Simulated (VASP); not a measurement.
Write the native input for VASP 6.6.1 that does the following.

```yaml
Task: relaxation of shape and atoms at fixed volume
Functional: PBE
Dispersion: D3(BJ)
Potentials_or_basis: VASP PAW PBE potentials, release 64 (Te, Mo_sv)
Cutoff: 600 eV
k_mesh: 9 × 9 × 2
Occupations: gaussian, width 0.02 eV
Spin: no spin polarisation
Dipole_correction: no
Further_INCAR_settings: ALGO = Normal; EDIFF = 1e-07; IBRION = 2; EDIFFG = -0.01; NSW = 50; ISIF = 4
```

The structure of Te2Mo lies in POSCAR:

```
Te2Mo
1.0
    3.4610553541      0.0000000000      0.0000000000
   -1.7305276770      2.9973618605      0.0000000000
    0.0000000000      0.0000000000     13.5633272580
Te Mo
4 2
Direct
    0.3333333333      0.6666666667      0.6173473944
    0.6666666667      0.3333333333      0.1173473944
    0.3333333333      0.6666666667      0.8826526056
    0.6666666667      0.3333333333      0.3826526056
    0.3333333333      0.6666666667      0.2500000000
    0.6666666667      0.3333333333      0.7500000000
```

This cell differs from its parent crystal: volume scaled by 0.97.

The input as run:

INCAR

```
SYSTEM = Te2Mo
  ALGO = Normal
  EDIFF = 1E-7
  EDIFFG = -0.01
  ENCUT = 600
  GGA = PE
  IBRION = 2
  ISIF = 4
  ISMEAR = 0
  IVDW = 12
  LASPH = .True.
  LCHARG = .False.
  LREAL = .False.
  LWAVE = .False.
  NELM = 100
  NSW = 50
  PREC = Accurate
  SIGMA = 0.02
```

KPOINTS

```
k-points
0
Gamma
  9 9 2
  0 0 0
```

Potentials or basis: VASP PAW PBE potentials, release 64 (Te, Mo_sv).

Launch:

```console
$ cat potpaw_PBE.64/Te/POTCAR potpaw_PBE.64/Mo_sv/POTCAR > POTCAR
$ mpirun -np 1 vasp_std > vasp.out
```

It gave:

- Energy gained by relaxing: 4.3 meV/atom
- Ionic steps: 6
- Pressure after relaxing: 1.5 GPa
- Largest force after relaxing: 0.004 eV/Å
- Band gap on the k mesh: 0.55 eV, indirect (least direct gap 0.90 eV)
- Dispersion energy per atom: -0.571 eV

Caveat: spin-orbit coupling is left out, which moves the levels of the heavy elements.

Wall time 6.2 min on 1 thread of Intel(R) Xeon(R) 6975P-C (Granite Rapids), on a shared host, peak memory 0.35 GiB.
